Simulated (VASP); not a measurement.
# BaS (I4/mmm) in VASP: further runs

BaS is run at these levels: PBEsol; tasks: electric field gradients.

Everything below comes from runs of VASP 6.6.1. Logs are shortened: lines on timing, memory, paths and dates and some standing lists are left out, and cuts for length are marked.

## 1. The cell of the first run

Symmetry: I4/mmm, No. 139, tetragonal system. Conventional cell: a = 4.517 Å, b = 4.517 Å, c = 6.260 Å, α = 90.00°, β = 90.00°, γ = 90.00°. Within 4.1 Å of Ba (site symmetry 4/mmm) lie 6 S at 3.13 to 3.19 Å. S (site symmetry 4/mmm) has 6 Ba at 3.13 to 3.19 Å within 4.1 Å.

## 2. Electric field gradients, PBEsol (zz strain of -2 %)

Contents of INCAR:

```
SYSTEM = BaS
PREC = Accurate
ENCUT = 520
EDIFF = 1E-8
ISMEAR = -1
SIGMA = 0.02
LREAL = .False.
LASPH = .True.
NELM = 60
ALGO = Normal
ISIF = 2
LWAVE = .False.
LCHARG = .False.
GGA = PS
LEFG = .True.
NBANDS = 15
```

Contents of KPOINTS:

```
regular mesh
0
Gamma
  8 8 8
  0 0 0
```

Contents of POSCAR:

```
BaS
1.0
    0.0000000000      3.1937500000      3.1298750000
    3.1937500000      0.0000000000      3.1298750000
    3.1937500000      3.1937500000      0.0000000000
Ba S
1 1
Direct
    0.0000000000      0.0000000000      0.0000000000
    0.5000000000      0.5000000000      0.5000000000
```

Potentials or basis: VASP PAW PBE potentials, release 64 (Ba_sv, S).

Command:

```bash
$ cat potpaw_PBE.64/Ba_sv/POTCAR potpaw_PBE.64/S/POTCAR > POTCAR
$ mpirun -np 1 vasp_std > vasp.out
```

OUTCAR:

```text
SYSTEM = BaS
   PREC = Accurate
   ENCUT = 520
   EDIFF = 1E-8
   ISMEAR = -1
   LREAL = .False.
   LASPH = .True.
   NELM = 60
   ISIF = 2
   GGA = PS

 ion  position               nearest neighbor table
   1  0.000  0.000  0.000-   2 3.13   2 3.13   2 3.19   2 3.19   2 3.19   2 3.19
   2  0.500  0.500  0.500-   1 3.13   1 3.13   1 3.19   1 3.19   1 3.19   1 3.19

  LATTYP: Found a body centered tetragonal cell.
 ALAT       =     4.5166445648
 C/A-ratio  =     1.3859292911

  Lattice vectors:

 A1 = (   0.0000000000,  -3.1937500000,  -3.1298750000)
 A2 = (   0.0000000000,   3.1937500000,  -3.1298750000)
 A3 = (   3.1937500000,   0.0000000000,   3.1298750000)

Analysis of symmetry for initial positions (statically):
=====================================================================
 Subroutine PRICEL returns:
 Original cell was already a primitive cell.

 Routine SETGRP: Setting up the symmetry group for a
 body centered tetragonal supercell.

 Subroutine GETGRP returns: Found 16 space group operations
 (whereof 16 operations were pure point group operations)
 out of a pool of 16 trial point group operations.

The static configuration has the point symmetry D_4h.

Analysis of symmetry for dynamics (positions and initial velocities):
=====================================================================
 Subroutine PRICEL returns:
 Original cell was already a primitive cell.

 Routine SETGRP: Setting up the symmetry group for a
 body centered tetragonal supercell.

 Subroutine GETGRP returns: Found 16 space group operations
 (whereof 16 operations were pure point group operations)
 out of a pool of 16 trial point group operations.

The dynamic configuration has the point symmetry D_4h.

 Subroutine INISYM returns: Found 16 space group operations
 (whereof 16 operations are pure point group operations),
 and found     1 'primitive' translations

----------------------------------------------------------------------------------------

                                     Primitive cell

  volume of cell :      63.8497

  direct lattice vectors                    reciprocal lattice vectors
     0.000000000  3.193750000  3.129875000    -0.156555773  0.156555773  0.159750789
     3.193750000  0.000000000  3.129875000     0.156555773 -0.156555773  0.159750789
     3.193750000  3.193750000  0.000000000     0.156555773  0.156555773 -0.159750789

  length of vectors
     4.471706227  4.471706227  4.516644565     0.273019660  0.273019660  0.273019660

  position of ions in fractional coordinates (direct lattice)
     0.000000000  0.000000000  0.000000000
     0.500000000  0.500000000  0.500000000

  ion indices of the primitive-cell ions
   primitive index   ion index
                 1           1
                 2           2

----------------------------------------------------------------------------------------

 KPOINTS: regular mesh

Automatic generation of k-mesh.
 Grid dimensions read from file:
 generate k-points for:    8    8    8

 Generating k-lattice:

  Cartesian coordinates                     Fractional coordinates (reciprocal lattice)
    -0.019569472  0.019569472  0.019968849     0.125000000 -0.000000000  0.000000000
     0.019569472 -0.019569472  0.019968849    -0.000000000  0.125000000  0.000000000
     0.019569472  0.019569472 -0.019968849     0.000000000  0.000000000  0.125000000

  Length of vectors
     0.034127457  0.034127457  0.034127457

  Shift w.r.t. Gamma in fractional coordinates (k-lattice)
     0.000000000  0.000000000  0.000000000

 Subroutine IBZKPT returns following result:
 ===========================================

 Found     59 irreducible k-points:

 Following reciprocal coordinates:
[... 33 lines left out ...]
   NGXF,Y,Z  is equivalent  to a cutoff of  26.77, 26.77, 26.50 a.u.
 SYSTEM =  BaS
   PREC   = accura    normal or accurate (medium, high low for compatibility)
   ISTART =      0    job   : 0-new  1-cont  2-samecut
   ICHARG =      2    charge: 1-file 2-atom 10-const
   ISPIN  =      1    spin polarized calculation?
   LNONCOLLINEAR =      F non collinear calculations
   LSORBIT =      F    spin-orbit coupling
   LASPH  =      T    aspherical Exc in radial PAW
   ENCUT  =  520.0 eV  38.22 Ry    6.18 a.u.   8.31  8.31  8.40*2*pi/ulx,y,z
   NELM   =     60;   NELMIN=  2; NELMDL= -5     # of ELM steps
   EDIFF  = 0.1E-07   stopping-criterion for ELM
   LREAL  =      F    real-space projection
   EDIFFG = 0.1E-06   stopping-criterion for IOM
   NSW    =      0    number of steps for IOM
   IBRION =     -1    ionic relax: 0-MD 1-quasi-New 2-CG
   NFREE  =      0    steps in history (QN), initial steepest desc. (CG)
   ISIF   =      2    stress and relaxation
   ISYM   =      2    0-nonsym 1-usesym 2-fastsym
   POTIM  = 0.5000    time-step for ionic-motion
   TEBEG  =    0.0;   TEEND  =   0.0 temperature during run
   PSTRESS=    0.0 pullay stress
   NELECT =      16.0000    total number of electrons
   NUPDOWN=      -1.0000    fix difference up-down
   EMIN   =  10.00;   EMAX   =-10.00  energy-range for DOS
   EFERMI =   0.00;   METHOD = LEGACY
   ISMEAR =    -1;   SIGMA  =   0.02  broadening in eV -4-tet -1-fermi 0-gaus
   EFERMI_NEDOS =   21; number of points for ismear=-14 and -15
   IALGO  =     38    algorithm
   IMIX   =      4    mixing-type and parameters
     AMIX     =   0.40;   BMIX     =  1.00
     AMIX_MAG =   1.60;   BMIX_MAG =  1.00
  volume/ion in A,a.u.               =      31.92       215.44
  Fermi-wavevector in a.u.,A,eV,Ry     =   1.032116  1.950417 14.493792  1.065264
  Thomas-Fermi vector in A             =   2.166298
   LORBIT       =      0    0 simple, 1 ext, 2 COOP (PROOUT), +10 PAW based schemes
   GGA     = PS    functional components
   LHFCALC =     F    Hartree Fock is set to
   AEXX    =    0.0000 exact exchange contribution
   IVDW    =     0    specifies the selected vdW correction
   LEPSILON=     F    determine dielectric tensor
   LRPA    =     F    only Hartree local field effects (RPA)
 non-spin polarized calculation
  energy-cutoff  :      520.00
  volume of cell :       63.85
 maximum number of plane-waves:      1751
 NGX is ok and might be reduce to    36
   NGX = 17   NGY = 17   NGZ = 17

 number of electron      16.0000000 magnetization

 Free energy of the ion-electron system (eV)
  ---------------------------------------------------
  ext. energy  EPLUGINS =         0.00000000
  ---------------------------------------------------
  free energy    TOTEN  =       -10.71347472 eV

  energy without entropy =      -10.71347472  energy(sigma->0) =      -10.71347472

 E-fermi :   1.8765     XC(G=0):  -8.9069

 val. band max:        1.5004586769   @ k =   0.0000   0.0000   0.0000
 cond. band min:       3.3834190235   @ k =   0.5000   0.5000   0.0000
 fundamental gap:      1.8829603466
 Fermi energy:         1.8764783794

 k-point     1 :       0.0000    0.0000    0.0000
  band No.  band energies     occupation
      1     -24.5237      2.00000
      2      -9.5691      2.00000
      3      -9.5620      2.00000
      4      -9.5620      2.00000
      5      -8.9367      2.00000
      6       1.4242      2.00000
      7       1.4242      2.00000
      8       1.5005      2.00000
      9       4.9358      0.00000
     10       5.1848      0.00000
     11       5.1848      0.00000
     12       5.3319      0.00000
     13       6.1463      0.00000
     14       6.2932      0.00000
[... 401 lines left out ...]
      2     -10.5671      2.00000
      3      -9.6370      2.00000
      4      -9.6346      2.00000
      5      -7.8982      2.00000
      6      -0.1375      2.00000
      7       0.5788      2.00000
      8       0.7405      2.00000
      9       5.1907      0.00000
     10       7.1428      0.00000
     11       7.2935      0.00000
     12       7.4062      0.00000
     13       8.2379      0.00000
     14       9.5246      0.00000
     15      11.6002      0.00000

 [... further k-points ...]

------------------------ aborting loop because EDIFF is reached ----------------------------------------

  FORCE on cell =-STRESS in cart. coord.  units (eV):
  Direction    XX          YY          ZZ          XY          YZ          ZX
  --------------------------------------------------------------------------------------
  -------------------------------------------------------------------------------------
  Total       -0.0805559     -0.0805559      0.6909939      0.0000000      0.0000000      0.0000000
  in kB       -2.0213856     -2.0213856     17.3390767      0.0000000      0.0000000      0.0000000
  external PRESSURE =       4.4321019 kB  Pullay stress =       0.0000000 kB

 VOLUME and BASIS-vectors are now :
 -----------------------------------------------------------------------------
  energy-cutoff  :      520.00
  volume of cell :       63.85
      direct lattice vectors                 reciprocal lattice vectors
     0.000000000  3.193750000  3.129875000    -0.156555773  0.156555773  0.159750789
     3.193750000  0.000000000  3.129875000     0.156555773 -0.156555773  0.159750789
     3.193750000  3.193750000  0.000000000     0.156555773  0.156555773 -0.159750789

 POSITION                                       TOTAL-FORCE (eV/Angst)
 -----------------------------------------------------------------------------------
      0.00000      0.00000      0.00000         0.000000      0.000000      0.000000
      3.19375      3.19375      3.12988         0.000000     -0.000000      0.000000
 -----------------------------------------------------------------------------------
    total drift:                                0.000000      0.000000      0.000000

  FREE ENERGIE OF THE ION-ELECTRON SYSTEM (eV)
  ---------------------------------------------------
  free  energy   TOTEN  =       -10.7134747181 eV

  energy  without entropy=      -10.7134747181  energy(sigma->0) =      -10.71347472

 Electric field gradients (V/A^2)
---------------------------------------------------------------------
 ion       V_xx      V_yy      V_zz      V_xy      V_xz      V_yz
---------------------------------------------------------------------
   1      13.947    13.947   -27.894     0.000     0.000     0.000
   2       3.974     3.974    -7.948     0.000     0.000     0.000
---------------------------------------------------------------------

 Electric field gradients after diagonalization (V/A^2)
 (convention: |V_zz| > |V_xx| > |V_yy|)
----------------------------------------------------------------------
 ion       V_xx      V_yy      V_zz     asymmetry (V_yy - V_xx)/ V_zz
----------------------------------------------------------------------
   1      13.947    13.947   -27.894       0.000
   2       3.975     3.974    -7.948       0.000
----------------------------------------------------------------------

           NMR quadrupolar parameters

 Cq : quadrupolar parameter    Cq=e*Q*V_zz/h
 eta: asymmetry parameters     (V_yy - V_xx)/ V_zz
 Q  : nuclear electric quadrupole moment in mb (millibarn)
----------------------------------------------------------------------
 ion       Cq(MHz)       eta       Q (mb)
----------------------------------------------------------------------
   1      -0.067       0.000       1.000
   2      -0.019       0.000       1.000
----------------------------------------------------------------------
```

Run time: 38 s. Hardware: 1 thread of Intel Xeon Platinum 8488C (Sapphire Rapids), shared host; peak memory 0.23 GiB.

What came out:

```
Free energy                             : -10.7135 eV
Pressure                                : 0.4 GPa
Band gap on the k mesh                  : 1.88 eV (least direct gap 2.02 eV)
Largest electric field gradient by atom : Ba -27.9; S -7.9 V/Å²
```

Electric field gradients, principal values (V/Å²):
```csv
atom,least,middle,greatest (by size)
1 Ba,13.947,13.947,-27.894
2 S,3.974,3.975,-7.948
```

Caveat: the cell differs from its parent crystal (zz strain of -2 %); without QUAD_EFG the Cq values of the log hold for a quadrupole moment of 1 mb, not for the nuclei; the PAW data sets were made with another functional, which shifts forces and pressure a little; spin-orbit coupling is left out, which moves the levels of the heavy elements.

## 3. Electric field gradients, PBEsol (zz strain of -1 %)

Contents of INCAR:

```
PREC     = Accurate       # precision mode
ENCUT    = 520            # plane-wave cutoff, eV
EDIFF    = 1E-8           # SCF threshold, eV
ISMEAR   = -1             # smearing method
SIGMA    = 0.02           # smearing width, eV
LREAL    = False          # projectors in reciprocal space
LASPH    = True           # aspherical terms in the spheres
NELM     = 60             # most SCF steps
ALGO     = Normal         # electronic algorithm
ISIF     = 2              # what is computed and relaxed
LWAVE    = False          # write WAVECAR
LCHARG   = False          # write CHGCAR
GGA      = PS             # functional
LEFG     = True         
NBANDS   = 15             # bands
```

Contents of KPOINTS:

```
Automatic mesh
0
Gamma
  8 8 8
```

Contents of POSCAR:

```
BaS
1.0
    0.0000000000      3.1937500000      3.1618125000
    3.1937500000      0.0000000000      3.1618125000
    3.1937500000      3.1937500000      0.0000000000
Ba S
1 1
Direct
    0.0000000000      0.0000000000      0.0000000000
    0.5000000000      0.5000000000      0.5000000000
```

Potentials or basis: VASP PAW PBE potentials, release 64 (Ba_sv, S).

Command:

```bash
$ cat potpaw_PBE.64/Ba_sv/POTCAR potpaw_PBE.64/S/POTCAR > POTCAR
$ mpirun -np 1 vasp_std > vasp.out
```

OUTCAR:

```text
PREC = Accurate
   ENCUT = 520
   EDIFF = 1E-8
   ISMEAR = -1
   LREAL = False
   LASPH = True
   NELM = 60
   ISIF = 2
   GGA = PS

 ion  position               nearest neighbor table
   1  0.000  0.000  0.000-   2 3.16   2 3.16   2 3.19   2 3.19   2 3.19   2 3.19
   2  0.500  0.500  0.500-   1 3.16   1 3.16   1 3.19   1 3.19   1 3.19   1 3.19

  LATTYP: Found a body centered tetragonal cell.
 ALAT       =     4.5166445648
 C/A-ratio  =     1.4000714267

  Lattice vectors:

 A1 = (   0.0000000000,  -3.1937500000,  -3.1618125000)
 A2 = (   0.0000000000,   3.1937500000,  -3.1618125000)
 A3 = (   3.1937500000,   0.0000000000,   3.1618125000)

Analysis of symmetry for initial positions (statically):
=====================================================================
 Subroutine PRICEL returns:
 Original cell was already a primitive cell.

 Routine SETGRP: Setting up the symmetry group for a
 body centered tetragonal supercell.

 Subroutine GETGRP returns: Found 16 space group operations
 (whereof 16 operations were pure point group operations)
 out of a pool of 16 trial point group operations.

The static configuration has the point symmetry D_4h.

Analysis of symmetry for dynamics (positions and initial velocities):
=====================================================================
 Subroutine PRICEL returns:
 Original cell was already a primitive cell.

 Routine SETGRP: Setting up the symmetry group for a
 body centered tetragonal supercell.

 Subroutine GETGRP returns: Found 16 space group operations
 (whereof 16 operations were pure point group operations)
 out of a pool of 16 trial point group operations.

[... 578 lines left out ...]
      8       0.6940      2.00000
      9       5.1326      0.00000
     10       7.0689      0.00000
     11       7.1876      0.00000
     12       7.3304      0.00000
     13       8.1030      0.00000
     14       9.4542      0.00000
     15      11.5227      0.00000

 [... further k-points ...]

------------------------ aborting loop because EDIFF is reached ----------------------------------------

  FORCE on cell =-STRESS in cart. coord.  units (eV):
  Direction    XX          YY          ZZ          XY          YZ          ZX
  --------------------------------------------------------------------------------------
  -------------------------------------------------------------------------------------
  Total       -0.1486624     -0.1486624      0.2116738      0.0000000      0.0000000     -0.0000000
  in kB       -3.6926981     -3.6926981      5.2578684      0.0000000      0.0000000     -0.0000000
  external PRESSURE =      -0.7091759 kB  Pullay stress =       0.0000000 kB

 VOLUME and BASIS-vectors are now :
 -----------------------------------------------------------------------------
  energy-cutoff  :      520.00
  volume of cell :       64.50
      direct lattice vectors                 reciprocal lattice vectors
     0.000000000  3.193750000  3.161812500    -0.156555773  0.156555773  0.158137144
     3.193750000  0.000000000  3.161812500     0.156555773 -0.156555773  0.158137144
     3.193750000  3.193750000  0.000000000     0.156555773  0.156555773 -0.158137144

 POSITION                                       TOTAL-FORCE (eV/Angst)
 -----------------------------------------------------------------------------------
      0.00000      0.00000      0.00000        -0.000000     -0.000000     -0.000000
      3.19375      3.19375      3.16181         0.000000      0.000000      0.000000
 -----------------------------------------------------------------------------------
    total drift:                                0.000000      0.000000      0.000000

  FREE ENERGIE OF THE ION-ELECTRON SYSTEM (eV)
  ---------------------------------------------------
  free  energy   TOTEN  =       -10.7180852346 eV

  energy  without entropy=      -10.7180852346  energy(sigma->0) =      -10.71808523

 Electric field gradients (V/A^2)
---------------------------------------------------------------------
 ion       V_xx      V_yy      V_zz      V_xy      V_xz      V_yz
---------------------------------------------------------------------
   1       6.759     6.759   -13.519     0.000     0.000     0.000
   2       1.926     1.926    -3.852     0.000     0.000     0.000
---------------------------------------------------------------------

 Electric field gradients after diagonalization (V/A^2)
 (convention: |V_zz| > |V_xx| > |V_yy|)
----------------------------------------------------------------------
 ion       V_xx      V_yy      V_zz     asymmetry (V_yy - V_xx)/ V_zz
----------------------------------------------------------------------
   1       6.760     6.759   -13.519       0.000
   2       1.926     1.925    -3.852       0.000
----------------------------------------------------------------------

           NMR quadrupolar parameters

 Cq : quadrupolar parameter    Cq=e*Q*V_zz/h
 eta: asymmetry parameters     (V_yy - V_xx)/ V_zz
 Q  : nuclear electric quadrupole moment in mb (millibarn)
----------------------------------------------------------------------
 ion       Cq(MHz)       eta       Q (mb)
----------------------------------------------------------------------
   1      -0.033       0.000       1.000
   2      -0.009       0.000       1.000
----------------------------------------------------------------------
```

stdout:

```text
POSCAR found type information on POSCAR BaS
 POSCAR found :  2 types and       2 ions
 scaLAPACK will be used
 -----------------------------------------------------------------------------
|                                                                             |
|                                                                             |
|     You enforced a specific xc type in the INCAR file but a different       |
|     I HOPE YOU KNOW WHAT YOU ARE DOING!                                     |
|                                                                             |
 -----------------------------------------------------------------------------

 LDA part: xc-table for (Slater+PW92), standard interpolation
 POSCAR, INCAR and KPOINTS ok, starting setup
 FFT: planning ... GRIDC
 FFT: planning ... GRID_SOFT
 FFT: planning ... GRID
 WAVECAR not read
 entering main loop
ion   1

ion   2
```

Wall time 43 s (1 thread of Intel Xeon Platinum 8488C (Sapphire Rapids), shared host); peak memory 0.23 GiB.

What came out:

```
Free energy                             : -10.7181 eV
Pressure                                : -0.1 GPa
Band gap on the k mesh                  : 1.94 eV (least direct gap 2.07 eV)
Largest electric field gradient by atom : Ba -13.5; S -3.9 V/Å²
```

Stress tensor (GPa, compression positive):
```
-0.37  0.00  0.00
 0.00 -0.37  0.00
 0.00  0.00  0.53
```

Electric field gradients, principal values (V/Å²):
| atom | least | middle | greatest (by size) |
| --- | --- | --- | --- |
| 1 Ba | 6.759 | 6.760 | -13.519 |
| 2 S | 1.925 | 1.926 | -3.852 |

Caveat: the cell differs from its parent crystal (zz strain of -1 %); without QUAD_EFG the Cq values of the log hold for a quadrupole moment of 1 mb, not for the nuclei; the PAW data sets were made with another functional, which shifts forces and pressure a little; spin-orbit coupling is left out, which moves the levels of the heavy elements. A k mesh can miss the band edges.

[end of part 1 of 2]
